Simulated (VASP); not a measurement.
Here is a VASP 6.6.1 calculation.

File INCAR:

```
SYSTEM = CdF
ALGO     = Normal         ! electronic algorithm
EDIFF    = 1E-6           ! SCF threshold, eV
ENCUT    = 520            ! plane-wave cutoff, eV
GGA      = PE             ! functional
ISIF     = 2              ! what is computed and relaxed
ISMEAR   = -1             ! smearing method
LASPH    = .True.         ! aspherical terms in the spheres
LCHARG   = .False.        ! write CHGCAR
LREAL    = .False.        ! projectors in reciprocal space
LWAVE    = .False.        ! write WAVECAR
NBANDS   = 16             ! bands
NELM     = 100            ! most SCF steps
PREC     = Accurate       ! precision mode
SIGMA    = 0.05           ! smearing width, eV
```

Contents of KPOINTS:

```
k-points
0
Gamma
  9 9 9
  0 0 0
```

File POSCAR:

```
CdF
1.0
    0.0000000000      2.4795295731      2.4795295731
    2.4795295731      0.0000000000      2.4795295731
    2.4795295731      2.4795295731      0.0000000000
Cd F
1 1
Direct
    0.0000000000      0.0000000000      0.0000000000
    0.5000000000      0.5000000000      0.5000000000
```

Potentials or basis: VASP PAW PBE potentials, release 64 (Cd, F).

The run is started by

```bash
$ cat potpaw_PBE.64/Cd/POTCAR potpaw_PBE.64/F/POTCAR > POTCAR
$ mpirun -np 1 vasp_std > vasp.out
```

Q: Estimate the pressure.

A: 10.1 GPa.

Caveat: an odd number of electrons without spin polarisation forces a metal; a magnetic or distorted state may lie lower.
